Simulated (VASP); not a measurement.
# InP (F-43m) in VASP: relaxation of the atoms with PBE

Aim: the relaxation of the atoms of InP with PBE.

Program: VASP 6.6.1. These are calculated values, not measurements. Logs are shortened: lines on timing, memory, paths and dates and some standing lists are left out, and cuts for length are marked.

## Step 1: The cell of the first run

It takes space group F-43m (No. 216, cubic). Conventional cell: a = 5.861 Å, b = 5.861 Å, c = 5.861 Å, α = 90.00°, β = 90.00°, γ = 90.00°. Within 3.3 Å of In (site symmetry -43m) lie 4 P at 2.54 Å. Within 3.3 Å of P (site symmetry -43m) lie 4 In at 2.54 Å.

## Step 2: Relaxation of the atoms, PBE

The input, INCAR:

```
  PREC = Accurate
  ENCUT = 520
  EDIFF = 1E-7
  ISMEAR = -1
  SIGMA = 0.02
  LREAL = False
  LASPH = True
  NELM = 100
  ALGO = Normal
  ISIF = 2
  LWAVE = False
  LCHARG = False
  GGA = PE
  IBRION = 2
  NSW = 80
  EDIFFG = -0.02
```

The input, KPOINTS:

```
regular mesh
0
Gamma
  8 8 8
```

The input, POSCAR:

```
InP
1.0
    0.0000000000      2.9305000000      2.9305000000
    2.9305000000      0.0000000000      2.9305000000
    2.9305000000      2.9305000000      0.0000000000
In P
1 1
Direct
    0.0000000000      0.0000000000      0.0000000000
    0.2500000000      0.2500000000      0.2500000000
```

Potentials or basis: VASP PAW PBE potentials, release 64 (In_d, P).

Command:

```
> cat potpaw_PBE.64/In_d/POTCAR potpaw_PBE.64/P/POTCAR > POTCAR
> mpirun -np 1 vasp_std > vasp.out
```

OUTCAR:

```text
PREC = Accurate
   ENCUT = 520
   EDIFF = 1E-7
   ISMEAR = -1
   LREAL = False
   LASPH = True
   NELM = 100
   ISIF = 2
   GGA = PE
   IBRION = 2
   NSW = 80
   EDIFFG = -0.02

 ion  position               nearest neighbor table
   1  0.000  0.000  0.000-   2 2.54   2 2.54   2 2.54   2 2.54
   2  0.250  0.250  0.250-   1 2.54   1 2.54   1 2.54   1 2.54

  LATTYP: Found a face centered cubic cell.
 ALAT       =     5.8610000000

  Lattice vectors:

 A1 = (   0.0000000000,   2.9305000000,   2.9305000000)
 A2 = (   2.9305000000,   0.0000000000,   2.9305000000)
 A3 = (   2.9305000000,   2.9305000000,   0.0000000000)

Analysis of symmetry for initial positions (statically):
=====================================================================
 Subroutine PRICEL returns:
 Original cell was already a primitive cell.

 Routine SETGRP: Setting up the symmetry group for a
 face centered cubic supercell.

 Subroutine GETGRP returns: Found 24 space group operations
 (whereof 24 operations were pure point group operations)
 out of a pool of 48 trial point group operations.

The static configuration has the point symmetry T_d .

Analysis of symmetry for dynamics (positions and initial velocities):
=====================================================================
 Subroutine PRICEL returns:
 Original cell was already a primitive cell.

 Routine SETGRP: Setting up the symmetry group for a
 face centered cubic supercell.

 Subroutine GETGRP returns: Found 24 space group operations
 (whereof 24 operations were pure point group operations)
 out of a pool of 48 trial point group operations.

The dynamic configuration has the point symmetry T_d .

 Subroutine INISYM returns: Found 24 space group operations
 (whereof 24 operations are pure point group operations),
 and found     1 'primitive' translations

----------------------------------------------------------------------------------------

                                     Primitive cell

  volume of cell :      50.3333

  direct lattice vectors                    reciprocal lattice vectors
     0.000000000  2.930500000  2.930500000    -0.170619348  0.170619348  0.170619348
     2.930500000  0.000000000  2.930500000     0.170619348 -0.170619348  0.170619348
     2.930500000  2.930500000  0.000000000     0.170619348  0.170619348 -0.170619348

  length of vectors
     4.144352845  4.144352845  4.144352845     0.295521380  0.295521380  0.295521380

  position of ions in fractional coordinates (direct lattice)
     0.000000000  0.000000000  0.000000000
     0.250000000  0.250000000  0.250000000

  ion indices of the primitive-cell ions
   primitive index   ion index
                 1           1
                 2           2

----------------------------------------------------------------------------------------

 KPOINTS: regular mesh

Automatic generation of k-mesh.
 Grid dimensions read from file:
 generate k-points for:    8    8    8

 Generating k-lattice:

  Cartesian coordinates                     Fractional coordinates (reciprocal lattice)
    -0.021327419  0.021327419  0.021327419     0.125000000  0.000000000  0.000000000
     0.021327419 -0.021327419  0.021327419     0.000000000  0.125000000  0.000000000
     0.021327419  0.021327419 -0.021327419     0.000000000  0.000000000  0.125000000

  Length of vectors
     0.036940172  0.036940172  0.036940172

  Shift w.r.t. Gamma in fractional coordinates (k-lattice)
     0.000000000  0.000000000  0.000000000

 Subroutine IBZKPT returns following result:
 ===========================================

 Found     29 irreducible k-points:

 Following reciprocal coordinates:
            Coordinates               Weight
  0.000000  0.000000  0.000000      1.000000
  0.125000  0.000000  0.000000      8.000000
  0.250000  0.000000  0.000000      8.000000
  0.375000  0.000000  0.000000      8.000000
  0.500000  0.000000  0.000000      4.000000
  0.125000  0.125000  0.000000      6.000000
[... 16 lines left out ...]
  0.500000  0.250000  0.125000     48.000000
 -0.375000  0.250000  0.125000     24.000000
 [... further k-points ...]
   k-points           NKPTS =     29   k-points in BZ     NKDIM =     29   number of bands    NBANDS=     13
   number of dos      NEDOS =    301   number of ions     NIONS =      2
   total plane-waves  NPLWV =  32768
   dimension x,y,z NGX =    32 NGY =   32 NGZ =   32
   dimension x,y,z NGXF=    64 NGYF=   64 NGZF=   64
   ions per type =               1   1
   NGX,Y,Z   is equivalent  to a cutoff of  12.84, 12.84, 12.84 a.u.
   NGXF,Y,Z  is equivalent  to a cutoff of  25.67, 25.67, 25.67 a.u.
 SYSTEM =  unknown system
   PREC   = accura    normal or accurate (medium, high low for compatibility)
   ISTART =      0    job   : 0-new  1-cont  2-samecut
   ICHARG =      2    charge: 1-file 2-atom 10-const
   ISPIN  =      1    spin polarized calculation?
   LNONCOLLINEAR =      F non collinear calculations
   LSORBIT =      F    spin-orbit coupling
   LASPH  =      T    aspherical Exc in radial PAW
   ENCUT  =  520.0 eV  38.22 Ry    6.18 a.u.   7.71  7.71  7.71*2*pi/ulx,y,z
   NELM   =    100;   NELMIN=  2; NELMDL= -5     # of ELM steps
   EDIFF  = 0.1E-06   stopping-criterion for ELM
   LREAL  =      F    real-space projection
   EDIFFG = -.2E-01   stopping-criterion for IOM
   NSW    =     80    number of steps for IOM
   IBRION =      2    ionic relax: 0-MD 1-quasi-New 2-CG
   NFREE  =      1    steps in history (QN), initial steepest desc. (CG)
   ISIF   =      2    stress and relaxation
   ISYM   =      2    0-nonsym 1-usesym 2-fastsym
   POTIM  = 0.5000    time-step for ionic-motion
   TEBEG  =    0.0;   TEEND  =   0.0 temperature during run
   PSTRESS=    0.0 pullay stress
   NELECT =      18.0000    total number of electrons
   NUPDOWN=      -1.0000    fix difference up-down
   EMIN   =  10.00;   EMAX   =-10.00  energy-range for DOS
   EFERMI =   0.00;   METHOD = LEGACY
   ISMEAR =    -1;   SIGMA  =   0.02  broadening in eV -4-tet -1-fermi 0-gaus
   EFERMI_NEDOS =   21; number of points for ismear=-14 and -15
   IALGO  =     38    algorithm
   IMIX   =      4    mixing-type and parameters
     AMIX     =   0.40;   BMIX     =  1.00
     AMIX_MAG =   1.60;   BMIX_MAG =  1.00
  volume/ion in A,a.u.               =      25.17       169.83
  Fermi-wavevector in a.u.,A,eV,Ry     =   1.162021  2.195901 18.371846  1.350293
  Thomas-Fermi vector in A             =   2.298587
   LORBIT       =      0    0 simple, 1 ext, 2 COOP (PROOUT), +10 PAW based schemes
   GGA     = PE    functional components
   LHFCALC =     F    Hartree Fock is set to
   AEXX    =    0.0000 exact exchange contribution
   IVDW    =     0    specifies the selected vdW correction
   LEPSILON=     F    determine dielectric tensor
   LRPA    =     F    only Hartree local field effects (RPA)
 conjugate gradient relaxation of ions
 non-spin polarized calculation
  energy-cutoff  :      520.00
  volume of cell :       50.33
 maximum number of plane-waves:      1380
   NGX = 15   NGY = 15   NGZ = 15

 number of electron      18.0000005 magnetization

 Free energy of the ion-electron system (eV)
  ---------------------------------------------------
  ext. energy  EPLUGINS =         0.00000000
  ---------------------------------------------------
  free energy    TOTEN  =        -8.38078732 eV

  energy without entropy =       -8.38078732  energy(sigma->0) =       -8.38078732

 E-fermi :   5.5491     XC(G=0):  -9.2826

 val. band max:        5.1894560433   @ k =   0.0000   0.0000   0.0000
 cond. band min:       5.9014968824   @ k =   0.0000   0.0000   0.0000
 fundamental gap:      0.7120408391
 Fermi energy:         5.5490784143

 k-point     1 :       0.0000    0.0000    0.0000
  band No.  band energies     occupation
      1      -8.9969      2.00000
      2      -8.9969      2.00000
      3      -8.9969      2.00000
      4      -8.8448      2.00000
      5      -8.8448      2.00000
      6      -6.3279      2.00000
      7       5.1895      2.00000
      8       5.1895      2.00000
      9       5.1895      2.00000
     10       5.9015      0.00000
     11       9.2814      0.00000
     12       9.2814      0.00000
     13       9.2814      0.00000

 k-point     2 :       0.1250    0.0000    0.0000
  band No.  band energies     occupation
      1      -9.0158      2.00000
      2      -8.9894      2.00000
      3      -8.9894      2.00000
      4      -8.8447      2.00000
      5      -8.8447      2.00000
      6      -6.1493      2.00000
      7       3.6514      2.00000
      8       5.0035      2.00000
      9       5.0035      2.00000
     10       6.8443      0.00000
     11       9.4342      0.00000
     12       9.5587      0.00000
     13       9.5587      0.00000

 k-point     3 :       0.2500    0.0000    0.0000
  band No.  band energies     occupation
      1      -9.0592      2.00000
      2      -8.9735      2.00000
      3      -8.9735      2.00000
      4      -8.8421      2.00000
      5      -8.8421      2.00000
      6      -5.6508      2.00000
      7       1.7502      2.00000
      8       4.6325      2.00000
      9       4.6325      2.00000
     10       6.9856      0.00000
     11       9.9822      0.00000
     12       9.9822      0.00000
     13      10.5110      0.00000
[... 305 lines left out ...]
 k-point    23 :       0.5000    0.2500    0.1250
  band No.  band energies     occupation
      1      -9.1212      2.00000
      2      -8.9488      2.00000
      3      -8.9333      2.00000
      4      -8.8561      2.00000
      5      -8.8292      2.00000
      6      -4.6260      2.00000
      7       0.2003      2.00000
      8       2.6443      2.00000
      9       3.7410      2.00000
     10       8.3968      0.00000
     11       9.3972      0.00000
     12      10.4814      0.00000
     13      11.8984      0.00000

 k-point    24 :      -0.3750    0.2500    0.1250
  band No.  band energies     occupation
      1      -9.1299      2.00000
      2      -8.9482      2.00000
      3      -8.9283      2.00000
      4      -8.8502      2.00000
      5      -8.8317      2.00000
      6      -4.2860      2.00000
      7      -0.3520      2.00000
      8       2.4985      2.00000
      9       3.5581      2.00000
     10       8.3623      0.00000
     11       9.3721      0.00000
     12      11.0704      0.00000
     13      12.4217      0.00000

 [... further k-points ...]

------------------------ aborting loop because EDIFF is reached ----------------------------------------

  FORCE on cell =-STRESS in cart. coord.  units (eV):
  Direction    XX          YY          ZZ          XY          YZ          ZX
  --------------------------------------------------------------------------------------
  -------------------------------------------------------------------------------------
  Total        1.0306547      1.0306547      1.0306547     -0.0000000      0.0000000      0.0000000
  in kB       32.8071558     32.8071558     32.8071558     -0.0000000      0.0000000      0.0000000
  external PRESSURE =      32.8071558 kB  Pullay stress =       0.0000000 kB

 VOLUME and BASIS-vectors are now :
 -----------------------------------------------------------------------------
  energy-cutoff  :      520.00
  volume of cell :       50.33
      direct lattice vectors                 reciprocal lattice vectors
     0.000000000  2.930500000  2.930500000    -0.170619348  0.170619348  0.170619348
     2.930500000  0.000000000  2.930500000     0.170619348 -0.170619348  0.170619348
     2.930500000  2.930500000  0.000000000     0.170619348  0.170619348 -0.170619348

 POSITION                                       TOTAL-FORCE (eV/Angst)
 -----------------------------------------------------------------------------------
      0.00000      0.00000      0.00000        -0.000000     -0.000000     -0.000000
      1.46525      1.46525      1.46525         0.000000      0.000000      0.000000
 -----------------------------------------------------------------------------------
    total drift:                               -0.000000     -0.000000     -0.000000

  FREE ENERGIE OF THE ION-ELECTRON SYSTEM (eV)
  ---------------------------------------------------
  free  energy   TOTEN  =        -8.3807873207 eV

  energy  without entropy=       -8.3807873206  energy(sigma->0) =       -8.38078732

 reached required accuracy - stopping structural energy minimisation
```

Wall time 23 s (1 thread of Intel Xeon Platinum 8259CL at 2.50GHz (Skylake/Cascade Lake), shared host); peak memory 0.18 GiB.

Results:

- Free energy: -8.3808 eV
- Pressure after relaxing: 3.3 GPa
- Band gap on the k mesh: 0.71 eV, direct

Final structure:
```
In P
1.0
     0.00000    2.93050    2.93050
     2.93050    0.00000    2.93050
     2.93050    2.93050    0.00000
In P
1 1
Cartesian
  0.0000 0.0000 0.0000
  1.4652 1.4652 1.4652
```

Levels at points of the mesh, in eV from the valence-band top:
```csv
k point,band 7,band 8,band 9,band 10,band 11,band 12
"(0.00, 0.00, 0.00)",0.00,0.00,0.00,0.71,4.09,4.09
"(0.50, 0.00, 0.00)",-5.73,-0.97,-0.97,1.50,4.81,4.81
"(0.50, 0.50, 0.00)",-5.75,-2.32,-2.32,1.76,2.27,9.21
```

Caveat: the relaxation stopped at its first step, so nothing moved; spin-orbit coupling is left out, which moves the levels of the heavy elements. Expect the measured gap to be larger: semilocal functionals such as PBE lack the derivative discontinuity.
